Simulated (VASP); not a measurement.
# Ti (P6/mmm) in VASP: a series of runs, part 2 of 3

VASP 6.6.1. Earlier steps stand in the parts before.

**3. Single point, PBEsol**

This run uses another cell than the first one, of 15.19 Å³/atom.

INCAR

```
ALGO     = Fast           # electronic algorithm
EDIFF    = 1E-6           # SCF threshold, eV
ENCUT    = 520            # plane-wave cutoff, eV
GGA      = PS             # functional
ISIF     = 2              # what is computed and relaxed
ISMEAR   = 0              # smearing method
LASPH    = T              # aspherical terms in the spheres
LCHARG   = F              # write CHGCAR
LREAL    = F              # projectors in reciprocal space
LWAVE    = F              # write WAVECAR
NBANDS   = 25             # bands
NELM     = 80             # most SCF steps
PREC     = Accurate       # precision mode
SIGMA    = 0.15           # smearing width, eV
```

KPOINTS

```
k-points
0
Gamma
  12 12 14
```

POSCAR

```
Ti
1.0
    4.6233000000      0.0000000000      0.0000000000
   -2.3116500000      4.0038952493      0.0000000000
    0.0000000000      0.0000000000      2.4625000000
Ti
3
Direct
    0.0000000000      0.0000000000      0.0000000000
    0.3333333333      0.6666666667      0.5000000000
    0.6666666667      0.3333333333      0.5000000000
```

Potentials or basis: VASP PAW PBE potentials, release 64 (Ti_sv).

Launch:

```
> cat potpaw_PBE.64/Ti_sv/POTCAR > POTCAR
> mpirun -np 1 vasp_std > vasp.out
```

Wall time 12 min (1 thread of Intel Xeon Platinum 8259CL at 2.50GHz (Skylake/Cascade Lake), shared host); peak memory 0.25 GiB.

Results (log left out):

```yaml
Free_energy: -24.6273 eV
Pressure: 11.0 GPa
Band_gap_on_the_k_mesh: zero (bands 18 and 19 overlap by 1.07 eV)
```

Stress tensor (GPa, compression positive):
```
 8.98  0.00  0.00
 0.00  8.98  0.00
 0.00  0.00 15.16
```

Levels at points of the mesh, in eV from the Fermi level:
| k point | band 14 | band 15 | band 16 | band 17 | band 18 | band 19 | band 20 | band 21 | band 22 | band 23 |
| --- | --- | --- | --- | --- | --- | --- | --- | --- | --- | --- |
| (0.00, 0.00, 0.00) | -2.05 | -0.87 | -0.87 | -0.84 | -0.84 | -0.75 | -0.14 | 1.30 | 1.30 | 3.28 |
| (0.50, 0.00, 0.00) | -3.69 | -2.88 | -0.91 | -0.84 | -0.55 | -0.23 | -0.20 | 0.89 | 2.66 | 3.03 |
| (0.00, 0.00, 0.50) | -2.45 | -1.78 | -1.78 | -1.26 | -0.59 | 0.52 | 0.52 | 1.76 | 1.76 | 3.40 |
| (0.50, 0.00, 0.50) | -2.20 | -2.14 | -1.36 | -0.63 | 0.10 | 0.24 | 1.47 | 1.47 | 1.93 | 2.58 |

Caveat: the cell stands under pressure; the PAW data sets were made with another functional, which shifts forces and pressure a little.

**4. Single point, PBEsol**

This run uses another cell than the first one, of 15.18 Å³/atom.

INCAR

```
PREC = Accurate
ENCUT = 520
EDIFF = 1E-6
ISMEAR = 0
SIGMA = 0.15
LREAL = False
LASPH = True
NELM = 80
ALGO = Fast
ISIF = 2
LWAVE = False
LCHARG = False
GGA = PS
NBANDS = 25
```

KPOINTS

```
regular mesh
0
Gamma
  12 12 14
```

POSCAR

```
Ti
1.0
    4.3795000000      0.0000000000      0.0000000000
   -2.1897500000      3.7927582559      0.0000000000
    0.0000000000      0.0000000000      2.7423000000
Ti
3
Direct
    0.0000000000      0.0000000000      0.0000000000
    0.3333333333      0.6666666667      0.5000000000
    0.6666666667      0.3333333333      0.5000000000
```

Potentials or basis: VASP PAW PBE potentials, release 64 (Ti_sv).

Launch:

```
> cat potpaw_PBE.64/Ti_sv/POTCAR > POTCAR
> mpirun -np 1 vasp_std > vasp.out
```

OUTCAR:

```text
PREC = Accurate
   ENCUT = 520
   EDIFF = 1E-6
   ISMEAR = 0
   LREAL = False
   LASPH = True
   NELM = 80
   ISIF = 2
   GGA = PS

 ion  position               nearest neighbor table
   1  0.000  0.000  0.000-   2 2.88   3 2.88   2 2.88   3 2.88   3 2.88   3 2.88   2 2.88   2 2.88
                             3 2.88   3 2.88   2 2.88   2 2.88
   2  0.333  0.667  0.500-   3 2.53   3 2.53   3 2.53   1 2.88   1 2.88   1 2.88   1 2.88   1 2.88
                             1 2.88
   3  0.667  0.333  0.500-   2 2.53   2 2.53   2 2.53   1 2.88   1 2.88   1 2.88   1 2.88   1 2.88
                             1 2.88

  LATTYP: Found a hexagonal cell.
 ALAT       =     4.3795000000
 C/A-ratio  =     0.6261673707

  Lattice vectors:

 A1 = (   4.3795000000,   0.0000000000,   0.0000000000)
 A2 = (  -2.1897500000,   3.7927582559,   0.0000000000)
 A3 = (   0.0000000000,   0.0000000000,   2.7423000000)

Analysis of symmetry for initial positions (statically):
=====================================================================
 Subroutine PRICEL returns:
 Original cell was already a primitive cell.

 Routine SETGRP: Setting up the symmetry group for a
 hexagonal supercell.
[... 165 lines left out ...]
  ext. energy  EPLUGINS =         0.00000000
  ---------------------------------------------------
  free energy    TOTEN  =       -24.95165066 eV

  energy without entropy =      -24.92057324  energy(sigma->0) =      -24.93611195

 E-fermi :   9.5876     XC(G=0): -12.2934

 val. band max:        9.5830371378   @ k =   0.2500   0.2500   0.3571
 cond. band min:       9.5876671799   @ k =   0.4167   0.1667   0.2143
 fundamental gap:      0.0046300421
 Fermi energy:         9.5876486183

 k-point     1 :       0.0000    0.0000    0.0000
  band No.  band energies     occupation
      1     -46.8554      2.00000
      2     -46.5885      2.00000
      3     -46.3439      2.00000
      4     -23.3131      2.00000
      5     -23.3131      2.00000
      6     -23.3021      2.00000
[... 661 lines left out ...]
     24      11.9703      0.00000
     25      12.5932      0.00000

 [... further k-points ...]
[... 5 lines left out ...]
  --------------------------------------------------------------------------------------
  -------------------------------------------------------------------------------------
  Total        2.9827520      2.9827520      2.5854827     -0.0000000      0.0000000      0.0000000
  in kB      104.9139080    104.9139080     90.9405476     -0.0000000      0.0000000      0.0000000
  external PRESSURE =     100.2561212 kB  Pullay stress =       0.0000000 kB

 VOLUME and BASIS-vectors are now :
 -----------------------------------------------------------------------------
  energy-cutoff  :      520.00
  volume of cell :       45.55
      direct lattice vectors                 reciprocal lattice vectors
     4.379500000  0.000000000  0.000000000     0.228336568  0.131830179  0.000000000
    -2.189750000  3.792758256  0.000000000     0.000000000  0.263660358  0.000000000
     0.000000000  0.000000000  2.742300000     0.000000000  0.000000000  0.364657404

 POSITION                                       TOTAL-FORCE (eV/Angst)
 -----------------------------------------------------------------------------------
      0.00000      0.00000      0.00000        -0.000000      0.000000      0.000000
     -0.00000      2.52851      1.37115        -0.000000      0.000000     -0.000000
      2.18975      1.26425      1.37115         0.000000     -0.000000      0.000000
 -----------------------------------------------------------------------------------
    total drift:                                0.000000      0.000000     -0.000000

  FREE ENERGIE OF THE ION-ELECTRON SYSTEM (eV)
  ---------------------------------------------------
  free  energy   TOTEN  =       -24.9516506611 eV

  energy  without entropy=      -24.9205732356  energy(sigma->0) =      -24.93611195
```

Wall time 12 min (1 thread of Intel Xeon Platinum 8259CL at 2.50GHz (Skylake/Cascade Lake), shared host); peak memory 0.26 GiB.

What came out:

```
Free energy            : -24.9517 eV
Pressure               : 10.0 GPa
Band gap on the k mesh : zero (bands 18 and 19 overlap by 0.46 eV)
```

Levels at points of the mesh, in eV from the Fermi level:
```tsv
k point	band 15	band 16	band 17	band 18	band 19	band 20	band 21	band 22
(0.00, 0.00, 0.00)	-0.71	-0.71	-0.61	-0.61	0.05	0.82	1.45	1.45
(0.50, 0.00, 0.00)	-2.95	-0.55	-0.50	-0.42	0.03	0.66	1.01	1.61
(0.00, 0.00, 0.50)	-2.24	-1.91	-1.91	-1.74	1.20	1.20	1.43	1.43
(0.50, 0.00, 0.50)	-2.00	-1.42	-0.79	-0.70	0.33	0.88	1.23	1.28
```

Caveat: the cell stands under pressure; the PAW data sets were made with another functional, which shifts forces and pressure a little.

**5. Single point, PBEsol**

This run uses another cell than the first one, of 15.22 Å³/atom.

INCAR

```
ALGO = Fast
EDIFF = 1E-6
ENCUT = 520
GGA = PS
ISIF = 2
ISMEAR = 0
LASPH = True
LCHARG = True
LELF = True
LREAL = False
LVHAR = True
LWAVE = False
NBANDS = 25
NELM = 60
PREC = Accurate
SIGMA = 0.15
```

KPOINTS

```
k-points
0
Gamma
  12 12 14
```

POSCAR

```
Ti
1.0
    4.4066000000      0.0000000000      0.0000000000
   -2.2033000000      3.8162275443      0.0000000000
    0.0000000000      0.0000000000      2.7144000000
Ti
3
Direct
    0.0000000000      0.0000000000      0.0000000000
    0.3333333333      0.6666666667      0.5000000000
    0.6666666667      0.3333333333      0.5000000000
```

Launch:

```
> cat potpaw_PBE.64/Ti_sv/POTCAR > POTCAR
> mpirun -np 1 vasp_std > vasp.out
```

Run time: 8.9 min. Hardware: 1 thread of Intel Xeon Platinum 8259CL at 2.50GHz (Skylake/Cascade Lake), shared host; peak memory 0.26 GiB.

Results (log left out):

| Item | Value |
| --- | --- |
| Free energy | -24.9569 eV |
| Pressure | 10.4 GPa |
| Band gap on the k mesh | zero (bands 18 and 19 overlap by 0.37 eV) |

Stress tensor (GPa, compression positive):
```
 9.69  0.00  0.00
 0.00  9.69  0.00
 0.00  0.00 11.89
```

Levels at points of the mesh, in eV from the Fermi level:
```
           k point  band 14  band 15  band 16  band 17  band 18  band 19  band 20  band 21  band 22  band 23
(0.00, 0.00, 0.00)    -2.27    -0.72    -0.72    -0.62    -0.62    -0.03     0.73     1.44     1.44     2.09
(0.50, 0.00, 0.00)    -3.58    -2.93    -0.53    -0.53    -0.44     0.01     0.58     1.17     1.53     2.22
(0.00, 0.00, 0.50)    -2.49    -2.15    -1.89    -1.89    -1.63     1.14     1.14     1.46     1.46     3.41
(0.50, 0.00, 0.50)    -2.29    -2.01    -1.40    -0.69    -0.67     0.33     0.93     1.25     1.33     2.56
```

Caveat: the cell stands under pressure; the PAW data sets were made with another functional, which shifts forces and pressure a little.

[end of part 2 of 3]
